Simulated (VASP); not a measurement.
The system is LiTi2Ga4.

```xyz
7
Lattice="-3.2630 3.2630 2.6660 3.2630 -3.2630 2.6660 3.2630 3.2630 -2.6660" Properties=species:S:1:pos:R:3 pbc="T T T"
Li    0.0000    0.0000    0.0000
Ga    1.9774    1.9774    0.0000
Ga    1.2856   -1.2856    2.6660
Ga    1.2856    1.2856    2.6660
Ga   -1.2856    1.2856    2.6660
Ti    0.0000    3.2630    1.3330
Ti    3.2630    0.0000    1.3330
```

```yaml
Program: VASP 6.6.1
Task: relaxation of cell and atoms
Functional: PBE
Potentials_or_basis: VASP PAW PBE potentials, release 64 (Li_sv, Ga_d, Ti_sv)
Cutoff: 600 eV
k_mesh: 4 × 4 × 4
Occupations: methfessel-paxton, width 0.01 eV
Spin: no spin polarisation
```

At the start: pressure 4.6 GPa; volume 16.22 Å³/atom.

Task: How do energy, volume and symmetry change on relaxing?

Result: Over 12 steps the energy falls by 34.7 meV/atom and the volume is 17.04 Å³/atom (+5.1 %); space group I4/mmm (No. 139, to 0.05 Å).

The path:
```tsv
step	energy change (eV)	largest force (eV/Å)	pressure (GPa)	volume (Å³)
1	0.0000	0.6840	4.61	113.54
2	-0.1820	0.3434	-1.51	121.35
3	-0.1820	0.3416	-1.57	121.39
4	-0.2313	0.1710	-0.55	119.91
5	-0.2401	0.0629	0.06	119.06
6	-0.2401	0.0528	0.12	118.99
7	-0.2412	0.0380	0.01	119.16
8	-0.2421	0.0182	-0.12	119.40
9	-0.2416	0.0194	-0.36	119.88
10	-0.2423	0.0047	-0.19	119.57
11	-0.2425	0.0111	0.13	119.10
12	-0.2426	0.0063	0.00	119.28
```

Final structure:
```
Li Ga Ti
1.0
    -3.37085    3.37085    2.62450
     3.37085   -3.37085    2.62450
     3.37085    3.37085   -2.62450
Li Ga Ti
1 4 2
Direct
  0.00000 0.00000 0.00000
  0.29405 0.29405 0.58811
  0.29405 0.70595 0.00000
  0.70595 0.70595 0.41189
  0.70595 0.29405 0.00000
  0.75000 0.25000 0.50000
  0.25000 0.75000 0.50000
```

Caveat: the k points lie up to 0.38 Å⁻¹ apart in the final cell; the cutoff is under 1.25 times the usual one of these potentials, so pressure, stress and relaxed cells hold a basis-set (Pulay) error.
